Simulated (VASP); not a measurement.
# GaAs (F-43m) in VASP: a series of runs

The runs below take GaAs through elastic constants, with PBEsol.

Everything below comes from runs of VASP 6.6.1. Logs are shortened: lines on timing, memory, paths and dates and some standing lists are left out, and cuts for length are marked.

## 1. The cell of the first run

It takes space group F-43m (No. 216, cubic). The conventional cell has a = 5.608 Å, b = 5.608 Å, c = 5.608 Å, α = 90.00°, β = 90.00°, γ = 90.00°. Within 3.2 Å of Ga (site symmetry -43m) lie 4 As at 2.43 Å. Within 3.2 Å of As (site symmetry -43m) lie 4 Ga at 2.43 Å.

## 2. Elastic constants, PBEsol

INCAR reads:

```
SYSTEM = GaAs
  ALGO = Normal
  EDIFF = 1E-8
  ENCUT = 600
  GGA = PS
  IBRION = 6
  ISIF = 3
  ISMEAR = 0
  LASPH = .TRUE.
  LCHARG = .FALSE.
  LREAL = .FALSE.
  LWAVE = .FALSE.
  NELM = 60
  NFREE = 2
  NSW = 1
  POTIM = 0.015
  PREC = Accurate
  SIGMA = 0.01
```

KPOINTS reads:

```
k-points
0
G
  8 8 8
  0 0 0
```

POSCAR reads:

```
GaAs
1.0
    0.0000000000      2.8037834735      2.8037834735
    2.8037834735      0.0000000000      2.8037834735
    2.8037834735      2.8037834735      0.0000000000
Ga As
1 1
Direct
    0.0000000000      0.0000000000      0.0000000000
    0.7500000000      0.7500000000      0.7500000000
```

Potentials or basis: VASP PAW PBE potentials, release 64 (Ga_d, As).

Run with:

```
$ cat potpaw_PBE.64/Ga_d/POTCAR potpaw_PBE.64/As/POTCAR > POTCAR
$ mpirun -np 1 vasp_std > vasp.out
```

OUTCAR:

```text
SYSTEM = GaAs
   EDIFF = 1E-8
   ENCUT = 600
   GGA = PS
   IBRION = 6
   ISIF = 3
   ISMEAR = 0
   LASPH = .TRUE.
   LREAL = .FALSE.
   NELM = 60
   NFREE = 2
   NSW = 1
   POTIM = 0.015
   PREC = Accurate

 ion  position               nearest neighbor table
   1  0.000  0.000  0.000-   2 2.43   2 2.43   2 2.43   2 2.43
   2  0.750  0.750  0.750-   1 2.43   1 2.43   1 2.43   1 2.43

  LATTYP: Found a face centered cubic cell.
 ALAT       =     5.6075669470

  Lattice vectors:

 A1 = (   0.0000000000,   2.8037834735,   2.8037834735)
 A2 = (   2.8037834735,   0.0000000000,   2.8037834735)
 A3 = (   2.8037834735,   2.8037834735,   0.0000000000)

Analysis of symmetry for initial positions (statically):
=====================================================================
 Subroutine PRICEL returns:
 Original cell was already a primitive cell.

 Routine SETGRP: Setting up the symmetry group for a
 face centered cubic supercell.

 Subroutine GETGRP returns: Found 24 space group operations
 (whereof 24 operations were pure point group operations)
 out of a pool of 48 trial point group operations.

The static configuration has the point symmetry T_d .

Analysis of symmetry for dynamics (positions and initial velocities):
=====================================================================
 Subroutine PRICEL returns:
 Original cell was already a primitive cell.

 Routine SETGRP: Setting up the symmetry group for a
 face centered cubic supercell.

 Subroutine GETGRP returns: Found 24 space group operations
 (whereof 24 operations were pure point group operations)
 out of a pool of 48 trial point group operations.

The dynamic configuration has the point symmetry T_d .

 Subroutine INISYM returns: Found 24 space group operations
 (whereof 24 operations are pure point group operations),
 and found     1 'primitive' translations

----------------------------------------------------------------------------------------

                                     Primitive cell

  volume of cell :      44.0822

  direct lattice vectors                    reciprocal lattice vectors
     0.000000000  2.803783473  2.803783473    -0.178330461  0.178330461  0.178330461
     2.803783473  0.000000000  2.803783473     0.178330461 -0.178330461  0.178330461
     2.803783473  2.803783473  0.000000000     0.178330461  0.178330461 -0.178330461

  length of vectors
     3.965148614  3.965148614  3.965148614     0.308877419  0.308877419  0.308877419

  position of ions in fractional coordinates (direct lattice)
     0.000000000  0.000000000  0.000000000
     0.750000000  0.750000000  0.750000000

  ion indices of the primitive-cell ions
   primitive index   ion index
                 1           1
                 2           2

----------------------------------------------------------------------------------------

 KPOINTS: k-points

Automatic generation of k-mesh.
 Grid dimensions read from file:
 generate k-points for:    8    8    8

 Generating k-lattice:

  Cartesian coordinates                     Fractional coordinates (reciprocal lattice)
    -0.022291308  0.022291308  0.022291308     0.125000000  0.000000000  0.000000000
     0.022291308 -0.022291308  0.022291308     0.000000000  0.125000000  0.000000000
     0.022291308  0.022291308 -0.022291308     0.000000000  0.000000000  0.125000000

  Length of vectors
     0.038609677  0.038609677  0.038609677

  Shift w.r.t. Gamma in fractional coordinates (k-lattice)
     0.000000000  0.000000000  0.000000000

 Subroutine IBZKPT returns following result:
 ===========================================

 Found     29 irreducible k-points:

 Following reciprocal coordinates:
            Coordinates               Weight
  0.000000  0.000000  0.000000      1.000000
  0.125000  0.000000  0.000000      8.000000
  0.250000  0.000000  0.000000      8.000000
  0.375000  0.000000  0.000000      8.000000
  0.500000  0.000000  0.000000      4.000000
  0.125000  0.125000  0.000000      6.000000
[... 16 lines left out ...]
  0.500000  0.250000  0.125000     48.000000
 -0.375000  0.250000  0.125000     24.000000
 [... further k-points ...]
   k-points           NKPTS =     29   k-points in BZ     NKDIM =     29   number of bands    NBANDS=     13
   number of dos      NEDOS =    301   number of ions     NIONS =      2
   total plane-waves  NPLWV =  32768
   dimension x,y,z NGX =    32 NGY =   32 NGZ =   32
   dimension x,y,z NGXF=    64 NGYF=   64 NGZF=   64
   ions per type =               1   1
   NGX,Y,Z   is equivalent  to a cutoff of  13.42, 13.42, 13.42 a.u.
[... 37 lines left out ...]
   LHFCALC =     F    Hartree Fock is set to
   AEXX    =    0.0000 exact exchange contribution
   IVDW    =     0    specifies the selected vdW correction
   LEPSILON=     F    determine dielectric tensor
   LRPA    =     F    only Hartree local field effects (RPA)
 finite differences with symmetry
 non-spin polarized calculation
 Gauss-broadening in eV      SIGMA  =   0.01
  energy-cutoff  :      600.00
  volume of cell :       44.08
 maximum number of plane-waves:      1480
   NGX = 15   NGY = 15   NGZ = 15

--------------------------------------- Ionic step        1  -------------------------------------------

 number of electron      18.0000005 magnetization

 Free energy of the ion-electron system (eV)
  ---------------------------------------------------
  ext. energy  EPLUGINS =         0.00000000
  ---------------------------------------------------
  free energy    TOTEN  =        -9.07860560 eV

  energy without entropy =       -9.07860560  energy(sigma->0) =       -9.07860560

------------------------ aborting loop because EDIFF is reached ----------------------------------------

  FORCE on cell =-STRESS in cart. coord.  units (eV):
  Direction    XX          YY          ZZ          XY          YZ          ZX
  --------------------------------------------------------------------------------------
  -------------------------------------------------------------------------------------
  Total        0.5977924      0.5977924      0.5977924      0.0000000     -0.0000000      0.0000000
  in kB       21.7268903     21.7268903     21.7268903      0.0000000     -0.0000000      0.0000000
  external PRESSURE =      21.7268903 kB  Pullay stress =       0.0000000 kB
[... 89 lines left out ...]
  FREE ENERGIE OF THE ION-ELECTRON SYSTEM (eV)
  ---------------------------------------------------
  free  energy   TOTEN  =        -9.0658913478 eV

  energy  without entropy=       -9.0658913478  energy(sigma->0) =       -9.06589135

 E-fermi :   4.3684     XC(G=0):  -9.9512

 val. band max:        4.2448495343   @ k =   0.0000   0.0000   0.0000
 cond. band min:       4.9413413222   @ k =   0.0000   0.0000   0.0000
 fundamental gap:      0.6964917879
 Fermi energy:         4.3684362702

 k-point     1 :       0.0000    0.0000    0.0000
  band No.  band energies     occupation
      1     -10.6697      2.00000
      2     -10.6697      2.00000
      3     -10.6660      2.00000
      4     -10.5792      2.00000
      5     -10.5772      2.00000
      6      -8.8597      2.00000
      7       4.1573      2.00000
      8       4.1573      2.00000
      9       4.2448      2.00000
     10       4.9413      0.00000
     11       7.8585      0.00000
     12       7.8981      0.00000
     13       7.8981      0.00000
[... 356 lines left out ...]
      2     -10.6400      2.00000
      3     -10.6313      2.00000
      4     -10.5848      2.00000
      5     -10.5731      2.00000
      6      -6.5833      2.00000
      7      -2.5227      2.00000
      8       0.7839      2.00000
      9       2.1104      2.00000
     10       7.2326      0.00000
     11       8.2217      0.00000
     12      10.6312      0.00000
     13      11.9571      0.00000

 [... further k-points ...]

[... ionic steps 4 to 14 ...]

--------------------------------------- Ionic step       15  -------------------------------------------

 number of electron      18.0000002 magnetization

------------------------ aborting loop because EDIFF is reached ----------------------------------------
[... 67 lines left out ...]
--------------------------------------- Ionic step       17  -------------------------------------------

 number of electron      18.0000005 magnetization

 Free energy of the ion-electron system (eV)
  ---------------------------------------------------
  ext. energy  EPLUGINS =         0.00000000
  ---------------------------------------------------
  free energy    TOTEN  =        -9.07749702 eV

  energy without entropy =       -9.07749702  energy(sigma->0) =       -9.07749702

 E-fermi :   4.1674     XC(G=0):  -9.8826

 val. band max:        4.0859135917   @ k =   0.0000   0.0000   0.0000
 cond. band min:       4.6804115210   @ k =   0.0000   0.0000   0.0000
 fundamental gap:      0.5944979294
 Fermi energy:         4.1673674038

 k-point     1 :       0.0000    0.0000    0.0000
  band No.  band energies     occupation
      1     -10.7869      2.00000
      2     -10.7851      2.00000
      3     -10.7828      2.00000
      4     -10.6985      2.00000
      5     -10.6985      2.00000
      6      -8.8933      2.00000
      7       3.9921      2.00000
      8       4.0400      2.00000
      9       4.0859      2.00000
     10       4.6804      0.00000
     11       7.7032      0.00000
     12       7.7334      0.00000
     13       7.7659      0.00000
[... 397 lines left out ...]
  FREE ENERGIE OF THE ION-ELECTRON SYSTEM (eV)
  ---------------------------------------------------
  free  energy   TOTEN  =        -9.0774970237 eV

  energy  without entropy=       -9.0774970237  energy(sigma->0) =       -9.07749702

 INTERNAL STRAIN TENSORS FROM STRAINED CELLS
 ============================================

 INTERNAL STRAIN TENSOR FOR ION    1 for displacements in x,y,z  (eV/Angst):
          X           Y           Z          XY          YZ          ZX
  --------------------------------------------------------------------------------
  x    -0.00000    -0.00000    -0.00000    -0.00000    -8.30104     0.00000
  y    -0.00000    -0.00000    -0.00000     0.00000     0.00000    -8.30148
  z     0.00000    -0.00000    -0.00000    -8.30070     0.00000     0.00000

 INTERNAL STRAIN TENSORS FROM DISPLACED ATOMS
 ============================================

 INTERNAL STRAIN TENSOR FOR ION    1 for displacements in x,y,z  (eV/Angst):
          X           Y           Z          XY          YZ          ZX
  --------------------------------------------------------------------------------
  x     0.00000     0.00000     0.00000     0.00000    -8.29808     0.00000
  y    -0.00000    -0.00000    -0.00000     0.00000     0.00000    -8.29808
  z     0.00000     0.00000     0.00000    -8.29808     0.00000     0.00000

 INTERNAL STRAIN TENSOR FOR ION    2 for displacements in x,y,z  (eV/Angst):
          X           Y           Z          XY          YZ          ZX
  --------------------------------------------------------------------------------
  x     0.00000     0.00000     0.00000     0.00000     8.28774     0.00000
  y     0.00000     0.00000     0.00000     0.00000     0.00000     8.28774
  z     0.00000     0.00000     0.00000     8.28774     0.00000     0.00000

 Eigenvectors and eigenvalues of the dynamical matrix
 ----------------------------------------------------

   1 f  =    8.170755 THz    51.338370 2PiTHz  272.547062 cm-1    33.791514 meV
             X         Y         Z           dx          dy          dz
      0.000000  0.000000  0.000000    -0.720099    0.000000   -0.000000
      4.205675  4.205675  4.205675     0.693871    0.000000   -0.000000
[... 21 lines left out ...]
   6 f/i=    0.004669 THz     0.029339 2PiTHz    0.155754 cm-1     0.019311 meV
             X         Y         Z           dx          dy          dz
      0.000000  0.000000  0.000000     0.405166   -0.138487    0.546003
      4.205675  4.205675  4.205675     0.420481   -0.143722    0.566642

--------------------------------------------------------------------------------------------------------

 ELASTIC MODULI CONTR FROM IONIC RELAXATION (kBar)
 Direction    XX          YY          ZZ          XY          YZ          ZX
 --------------------------------------------------------------------------------
 XX          -0.0000     -0.0000     -0.0000      0.0000      0.0000     -0.0000
 YY          -0.0000     -0.0000     -0.0000      0.0000      0.0000     -0.0000
 ZZ          -0.0000     -0.0000     -0.0000      0.0000      0.0000     -0.0000
 XY           0.0000      0.0000      0.0000   -253.3812      0.0000      0.0000
 YZ           0.0000      0.0000      0.0000      0.0000   -253.3812      0.0000
 ZX          -0.0000     -0.0000     -0.0000      0.0000      0.0000   -253.3812
 --------------------------------------------------------------------------------

 TOTAL ELASTIC MODULI (kBar)
 Direction    XX          YY          ZZ          XY          YZ          ZX
 --------------------------------------------------------------------------------
 XX        1177.9406    570.0090    570.0090      0.0000      0.0000     -0.0000
 YY         570.0090   1177.9406    570.0090      0.0000      0.0000      0.0000
 ZZ         570.0090    570.0090   1177.9406      0.0000     -0.0000     -0.0000
 XY           0.0000      0.0000      0.0000    572.6264      0.0000      0.0000
 YZ           0.0000      0.0000     -0.0000      0.0000    572.6264      0.0000
 ZX          -0.0000      0.0000     -0.0000      0.0000      0.0000    572.6264
 --------------------------------------------------------------------------------
```

It took 11 min on 1 thread of Intel Xeon 6975P-C (Granite Rapids), shared host; peak memory 0.34 GiB.

Results:

```
Elastic constants C11, C12, C44                         : 118, 57, 57 GPa
Voigt bulk modulus                                      : 77 GPa
Highest phonon frequency at Γ, LO-TO splitting left out : 273 cm⁻¹
```

Phonon frequencies in cm⁻¹ (negative: imaginary):
| q point | frequencies |
| --- | --- |
| (0.000, 0.000, 0.000) | 0 0 0 273 273 273 |

Elastic tensor in Voigt notation (GPa, in the Cartesian axes of the cell as first typed):
```
118  57  57   0   0   0
 57 118  57   0   0   0
 57  57 118   0   0   0
  0   0   0  57   0   0
  0   0   0   0  57   0
  0   0   0   0   0  57
```

Clamped-ion elastic tensor (GPa):
```
118  57  57   0   0   0
 57 118  57   0   0   0
 57  57 118   0   0   0
  0   0   0  83   0   0
  0   0   0   0  83   0
  0   0   0   0   0  83
```

Caveat: the cell is under stress, which shifts elastic constants; the PAW data sets were made with another functional, which shifts forces and pressure a little.

(Part 1 of 2 ends here.)
